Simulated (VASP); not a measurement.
**Pb: single point with LDA**

Pb:

```
CELL_PARAMETERS angstrom
3.43683 0.00000 0.00000
-1.71841 2.97638 0.00000
0.00000 0.00000 5.64339
ATOMIC_POSITIONS crystal
Pb 0.33333 0.66667 0.25000
Pb 0.66667 0.33333 0.75000
```

| Quantity | Value |
| --- | --- |
| Program | VASP 6.6.1 |
| Task | single point |
| Functional | LDA |
| Potentials or basis | VASP PAW LDA potentials, release 64 (Pb_d) |
| Cutoff | 520 eV |
| k mesh | 12 × 12 × 7 |
| Occupations | fermi-dirac, width 0.1 eV |
| Spin | no spin polarisation |

```
Pressure               : 0.3 GPa
Band gap on the k mesh : zero (band 14 reaches 13.51 eV, above the bottom of band 15 at 5.51 eV)
```

Stress tensor (GPa, compression positive):
```
0.19 0.00 0.00
0.00 0.19 0.00
0.00 0.00 0.54
```

Levels at points of the mesh, in eV from the Fermi level:
```
           k point  band 12  band 13  band 14  band 15  band 16  band 17
(0.00, 0.00, 0.00)    -8.20    -4.41     5.90     5.90     7.77     7.77
(0.50, 0.00, 0.00)    -7.12    -2.99    -1.58    -0.52     1.82     2.16
```

It took 2 min on 1 thread of AMD EPYC 7R13, with other jobs on the host, peak memory 0.17 GiB.

Caveat: spin-orbit coupling is left out, which moves the levels of the heavy elements.
